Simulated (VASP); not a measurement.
Wanted: the native input for a VASP 6.6.1 run.

```yaml
Task: single point
Functional: r2SCAN
Potentials_or_basis: VASP PAW PBE potentials, release 64 (Zn, S)
Cutoff: 520 eV
k_mesh: 12 × 12 × 4
Occupations: gaussian, width 0.01 eV
Spin: no spin polarisation
Dipole_correction: no
Further_INCAR_settings: ALGO = Normal; EDIFF = 1e-06; NBANDS = 26
```

ZnS:

```
CELL_PARAMETERS angstrom
3.88156 0.00000 0.00000
-1.94078 3.36153 0.00000
0.00000 0.00000 6.17602
ATOMIC_POSITIONS crystal
Zn 0.33333 0.66667 0.99768
Zn 0.66667 0.33333 0.49768
S 0.33333 0.66667 0.37732
S 0.66667 0.33333 0.87732
```

This cell differs from its parent crystal: epitaxial xy strain +2.0%.

The input as run:

POSCAR

```
ZnS
1.0
    3.8815598682      0.0000000000      0.0000000000
   -1.9407799341      3.3615294522      0.0000000000
    0.0000000000      0.0000000000      6.1760189273
Zn S
2 2
Direct
    0.3333333333      0.6666666667     -0.0023183735
    0.6666666667      0.3333333333      0.4976816265
    0.3333333333      0.6666666667      0.3773183735
    0.6666666667      0.3333333333      0.8773183735
```

INCAR.step1

```
SYSTEM = ZnS
PREC     = Accurate       ! precision mode
ENCUT    = 520            ! plane-wave cutoff, eV
ISMEAR   = 0              ! smearing method
SIGMA    = 0.01           ! smearing width, eV
LREAL    = .FALSE.        ! projectors in reciprocal space
LASPH    = .TRUE.         ! aspherical terms in the spheres
NELM     = 100            ! most SCF steps
NBANDS   = 26             ! bands
GGA      = PE             ! functional
ALGO     = Normal         ! electronic algorithm
EDIFF    = 1E-4           ! SCF threshold, eV
LWAVE    = .TRUE.         ! write WAVECAR
LCHARG   = .FALSE.        ! write CHGCAR
```

INCAR.step2

```
SYSTEM = ZnS
PREC     = Accurate       ! precision mode
ENCUT    = 520            ! plane-wave cutoff, eV
EDIFF    = 1E-6           ! SCF threshold, eV
ISMEAR   = 0              ! smearing method
SIGMA    = 0.01           ! smearing width, eV
LREAL    = .FALSE.        ! projectors in reciprocal space
LASPH    = .TRUE.         ! aspherical terms in the spheres
NELM     = 100            ! most SCF steps
ALGO     = Normal         ! electronic algorithm
ISIF     = 2              ! what is computed and relaxed
LWAVE    = .FALSE.        ! write WAVECAR
LCHARG   = .FALSE.        ! write CHGCAR
METAGGA  = R2SCAN         ! meta-GGA
LMIXTAU  = .TRUE.       
NBANDS   = 26             ! bands
ISTART   = 1
```

KPOINTS

```
Automatic mesh
0
G
  12 12 4
  0 0 0
```

Potentials or basis: VASP PAW PBE potentials, release 64 (Zn, S).

Run with:

```bash
$ cat potpaw_PBE.64/Zn/POTCAR potpaw_PBE.64/S/POTCAR > POTCAR
$ cp INCAR.step1 INCAR
$ mpirun -np 1 vasp_std > vasp.out
$ cp INCAR.step2 INCAR
$ mpirun -np 1 vasp_std > vasp.out
```

Results of the run:

```
Pressure               : -1.9 GPa
Largest force          : 0.005 eV/Å
Band gap on the k mesh : 2.67 eV, direct
```

Caveat: the cell differs from its parent crystal (epitaxial xy strain +2.0%); the PAW data sets were made with another functional, which shifts forces and pressure a little.

Wall time 3.7 min on 1 thread of Intel(R) Xeon(R) 6975P-C (Granite Rapids) (shared host), peak memory 0.27 GiB.
